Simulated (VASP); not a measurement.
A run of VASP 6.6.1 is set up as follows.

The input INCAR:

```
PREC = Accurate
ENCUT = 1000
EDIFF = 1E-6
ISMEAR = -1
SIGMA = 0.05
LREAL = Auto
LASPH = True
NELM = 120
ALGO = Normal
ISIF = 2
LWAVE = False
LCHARG = False
GGA = PE
IVDW = 12
NBANDS = 54
GGA_COMPAT = False
```

KPOINTS

```
Automatic mesh
0
Gamma
  1 1 1
```

Contents of POSCAR:

```
CO
1.0
    8.0307030000      0.0000000000      0.0000000000
    0.0000000000      8.1088880000      0.0000000000
    0.0000000000      0.0000000000      8.6035910000
O C
8 8
Direct
    0.0799058314      0.0127021116      0.2287300733
    0.1053581486      1.1589505244      0.8071862086
    0.7327129393      0.9712059163      0.0089962435
    0.0150920785      0.5297397128      0.1190084466
    0.6725065041      0.3928898759      0.2283581356
    0.7313681007      0.0599465673      0.5433777594
    0.6292101700      0.6077035470      0.6407905722
    0.1553039628      0.4787092879      0.6706153279
    0.1409839213      0.1334584964      0.1900485507
    0.1718903065      1.0269102249      0.7941218963
    0.6729796881      0.9062894937     -0.0948673641
   -0.0798062137      0.6284092221      0.0766772851
    0.6182895819      0.5162236795      0.2419454853
    0.7434218399     -0.0565798911      0.4792417492
    0.7411306333      0.6690683112      0.5792929952
    0.0823962734      0.5895876229      0.6350836529
```

Potentials or basis: VASP PAW PBE potentials, release 64 (O_h, C_h).

Run with:

```console
$ cat potpaw_PBE.64/O_h/POTCAR potpaw_PBE.64/C_h/POTCAR > POTCAR
$ mpirun -np 1 vasp_gam > vasp.out
```

Q: Estimate the dispersion energy per atom.

A: -0.037 eV.

Q: Estimate the pressure.

A: 0.2 GPa.

Stress tensor (GPa, compression positive):
```
-0.51 -0.17  0.00
-0.17  1.07  0.55
 0.00  0.55  0.19
```

Caveat: the k points lie up to 0.78 Å⁻¹ apart; the atoms stand as in a frame of molecular dynamics.
